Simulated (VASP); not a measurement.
# Sc in VASP: single point with PBE

Aim: the single point of Sc with PBE.

Program: VASP 6.6.1. These are calculated values, not measurements. Logs are shortened: lines on timing, memory, paths and dates and some standing lists are left out, and cuts for length are marked.

## (1) The cell of the first run

The cell holds a wire or tube with vacuum around it, 4 atoms: a = 12.000 Å, b = 9.300 Å, c = 6.015 Å, α = 90.00°, β = 90.00°, γ = 90.00°.

## (2) Single point, PBE, collinear spin

File INCAR:

```
ALGO = Normal
EDIFF = 1E-7
ENCUT = 520
GGA = PE
ISIF = 2
ISMEAR = 0
ISPIN = 2
LASPH = T
LCHARG = T
LELF = T
LMAXMIX = 4
LORBIT = 11
LREAL = F
LVHAR = T
LWAVE = F
MAGMOM = 1.5 1.5 1.5 1.5
NBANDS = 34
NELM = 150
PREC = Accurate
SIGMA = 0.05
```

File KPOINTS:

```
k-points
0
Gamma
  1 1 11
```

File POSCAR:

```
Sc
1.0
   12.0000000000      0.0000000000      0.0000000000
    0.0000000000      9.3000000000      0.0000000000
    0.0000000000      0.0000000000      6.0147852129
Sc
4
Direct
    0.3812299638      0.5000000000      0.0000000000
    0.3812299638      0.5000000000      0.5000000000
    0.6187700362      0.5000000000      0.0000000000
    0.6187700362      0.5000000000      0.5000000000
```

Potentials or basis: VASP PAW PBE potentials, release 64 (Sc_sv).

On the command line:

```console
$ cat potpaw_PBE.64/Sc_sv/POTCAR > POTCAR
$ mpirun -np 1 vasp_std > vasp.out
```

OUTCAR:

```text
EDIFF = 1E-7
   ENCUT = 520
   GGA = PE
   ISIF = 2
   ISMEAR = 0
   ISPIN = 2
   LASPH = T
   LORBIT = 11
   LREAL = F
   NELM = 150
   PREC = Accurate

 ion  position               nearest neighbor table
   1  0.381  0.500  0.000-   3 2.85   2 3.01   2 3.01
   2  0.381  0.500  0.500-   4 2.85   1 3.01   1 3.01
   3  0.619  0.500  0.000-   1 2.85   4 3.01   4 3.01
   4  0.619  0.500  0.500-   2 2.85   3 3.01   3 3.01

  LATTYP: Found a simple orthorhombic cell.
 ALAT       =     6.0147852129
 B/A-ratio  =     1.5461898756
 C/A-ratio  =     1.9950837104

  Lattice vectors:

 A1 = (   0.0000000000,   0.0000000000,  -6.0147852129)
 A2 = (   0.0000000000,   9.3000000000,   0.0000000000)
 A3 = (  12.0000000000,   0.0000000000,   0.0000000000)

Analysis of symmetry for initial positions (statically):
=====================================================================
 Subroutine PRICEL returns following result:

  LATTYP: Found a simple orthorhombic cell.
 ALAT       =     3.0073926065
 B/A-ratio  =     3.0923797512
 C/A-ratio  =     3.9901674209
[... 12 lines left out ...]
 Subroutine GETGRP returns: Found  8 space group operations
 (whereof  8 operations were pure point group operations)
 out of a pool of  8 trial point group operations.

The static configuration has the point symmetry D_2h.

Analysis of symmetry for dynamics (positions and initial velocities):
=====================================================================
 Subroutine PRICEL returns following result:

  LATTYP: Found a simple orthorhombic cell.
 ALAT       =     3.0073926065
 B/A-ratio  =     3.0923797512
 C/A-ratio  =     3.9901674209
[... 12 lines left out ...]
 Subroutine GETGRP returns: Found  8 space group operations
 (whereof  8 operations were pure point group operations)
 out of a pool of  8 trial point group operations.

The dynamic configuration has the point symmetry D_2h.

Analysis of structural, dynamic, and magnetic symmetry:
=====================================================================
 Subroutine PRICEL returns following result:

  LATTYP: Found a simple orthorhombic cell.
 ALAT       =     3.0073926065
 B/A-ratio  =     3.0923797512
 C/A-ratio  =     3.9901674209
[... 12 lines left out ...]
 Subroutine GETGRP returns: Found  8 space group operations
 (whereof  8 operations were pure point group operations)
 out of a pool of  8 trial point group operations.

The overall configuration has the point symmetry D_2h.
[... 104 lines left out ...]
   LORBIT       =     11    0 simple, 1 ext, 2 COOP (PROOUT), +10 PAW based schemes
   GGA     = PE    functional components
   LHFCALC =     F    Hartree Fock is set to
   AEXX    =    0.0000 exact exchange contribution
   IVDW    =     0    specifies the selected vdW correction
   LEPSILON=     F    determine dielectric tensor
   LRPA    =     F    only Hartree local field effects (RPA)
 spin polarized calculation
 Gauss-broadening in eV      SIGMA  =   0.05
  energy-cutoff  :      520.00
  volume of cell :      671.25
 maximum number of plane-waves:     18105
 NGX is ok and might be reduce to    90
   NGX = 45   NGY = 35   NGZ = 23

 number of electron      44.0000005 magnetization       5.9999980

 Free energy of the ion-electron system (eV)
  ---------------------------------------------------
  ext. energy  EPLUGINS =         0.00000000
  ---------------------------------------------------
  free energy    TOTEN  =       -15.74158043 eV

  energy without entropy =      -15.73391592  energy(sigma->0) =      -15.73774818

 E-fermi :  -1.7960     XC(G=0):  -3.0130

 val. band max:       -1.8138225190   @ k =   0.0000   0.0000   0.2727
 cond. band min:      -1.7767473381   @ k =   0.0000   0.0000   0.3636
 fundamental gap:      0.0370751809
 Fermi energy:        -1.7960333014

 spin component 1

 k-point     1 :       0.0000    0.0000    0.0000
  band No.  band energies     occupation
      1     -52.2795      1.00000
      2     -52.2319      1.00000
      3     -52.2276      1.00000
      4     -52.1813      1.00000
      5     -31.1078      1.00000
      6     -31.0663      1.00000
[... 211 lines left out ...]
     33      -0.8941      0.00000
     34      -0.7259      0.00000
 Fermi energy:        -1.7960333014

 spin component 2

 k-point     1 :       0.0000    0.0000    0.0000
  band No.  band energies     occupation
      1     -51.5535      1.00000
      2     -51.5089      1.00000
      3     -51.5021      1.00000
      4     -51.4587      1.00000
      5     -30.4225      1.00000
      6     -30.3840      1.00000
[... 211 lines left out ...]
     33      -0.3194      0.00000
     34      -0.1224      0.00000

------------------------ aborting loop because EDIFF is reached ----------------------------------------

  FORCE on cell =-STRESS in cart. coord.  units (eV):
  Direction    XX          YY          ZZ          XY          YZ          ZX
  --------------------------------------------------------------------------------------
  -------------------------------------------------------------------------------------
  Total        0.1229678     -0.1566693     -0.0611945      0.0000000     -0.0000000      0.0000000
  in kB        0.2935064     -0.3739472     -0.1460624      0.0000000     -0.0000000      0.0000000
  external PRESSURE =      -0.0755011 kB  Pullay stress =       0.0000000 kB

 VOLUME and BASIS-vectors are now :
 -----------------------------------------------------------------------------
  energy-cutoff  :      520.00
  volume of cell :      671.25
      direct lattice vectors                 reciprocal lattice vectors
    12.000000000  0.000000000  0.000000000     0.083333333  0.000000000  0.000000000
     0.000000000  9.300000000  0.000000000     0.000000000  0.107526882  0.000000000
     0.000000000  0.000000000  6.014785213     0.000000000  0.000000000  0.166256976

 POSITION                                       TOTAL-FORCE (eV/Angst)
 -----------------------------------------------------------------------------------
      4.57476      4.65000      0.00000        -0.010662      0.000000      0.000000
      4.57476      4.65000      3.00739        -0.010662      0.000000      0.000000
      7.42524      4.65000      0.00000         0.010662     -0.000000     -0.000000
      7.42524      4.65000      3.00739         0.010662     -0.000000     -0.000000
 -----------------------------------------------------------------------------------
    total drift:                               -0.000000     -0.000000     -0.000000

  FREE ENERGIE OF THE ION-ELECTRON SYSTEM (eV)
  ---------------------------------------------------
  free  energy   TOTEN  =       -15.7415804330 eV

  energy  without entropy=      -15.7339159224  energy(sigma->0) =      -15.73774818

 total charge

# of ion       s       p       d       tot
------------------------------------------
    1        2.302   6.014   1.079   9.396
    2        2.302   6.014   1.079   9.396
    3        2.302   6.014   1.079   9.396
    4        2.302   6.014   1.079   9.396
--------------------------------------------------
tot          9.209  24.056   4.317  37.583

 magnetization (x)

# of ion       s       p       d       tot
------------------------------------------
    1        0.043   0.039   0.821   0.904
    2        0.043   0.039   0.821   0.904
    3        0.043   0.039   0.821   0.904
    4        0.043   0.039   0.821   0.904
--------------------------------------------------
tot          0.173   0.156   3.286   3.615
```

OSZICAR:

```text
N       E                     dE             d eps       ncg     rms          rms(c)
DAV:   1     0.615792998222E+03    0.61579E+03   -0.18458E+04  1088   0.933E+02
DAV:   2     0.286406018576E+02   -0.58715E+03   -0.57459E+03  1232   0.448E+02
[... 18 lines left out ...]
DAV:  21    -0.157415791102E+02    0.56372E-05   -0.21753E-05   756   0.155E-02    0.940E-04
DAV:  22    -0.157415798547E+02   -0.74449E-06   -0.59275E-06   888   0.745E-03    0.602E-04
DAV:  23    -0.157415803313E+02   -0.47662E-06   -0.38206E-06   670   0.646E-03    0.310E-04
DAV:  24    -0.157415806182E+02   -0.28690E-06   -0.14037E-06   820   0.389E-03    0.173E-04
DAV:  25    -0.157415804297E+02    0.18857E-06   -0.76420E-07   700   0.288E-03    0.947E-05
DAV:  26    -0.157415804330E+02   -0.33524E-08   -0.15640E-07   708   0.150E-03
   1 F= -.15741580E+02 E0= -.15737748E+02  d E =-.766451E-02  mag=     6.0000
```

Run time: 18 min. Hardware: 1 thread of Intel Xeon 8259CL, shared host; peak memory 0.92 GiB.

Results:

| Property | Result |
| --- | --- |
| Free energy | -15.7416 eV |
| Largest force | 0.011 eV/Å |
| Band gap on the k mesh | zero (filled and empty bands overlap) |
| Net moment | 6.00 μB per cell |
| Site moments | Sc +0.90 μB |
| Valence electrons inside the program's atomic spheres | Sc 9.40 |

Forces on the atoms (eV/Å):
```
Sc  -0.011  0.000  0.000
Sc  -0.011  0.000  0.000
Sc   0.011  0.000  0.000
Sc   0.011  0.000  0.000
```

The gap in the log of VASP goes by the Fermi energy; the results here count the filled bands.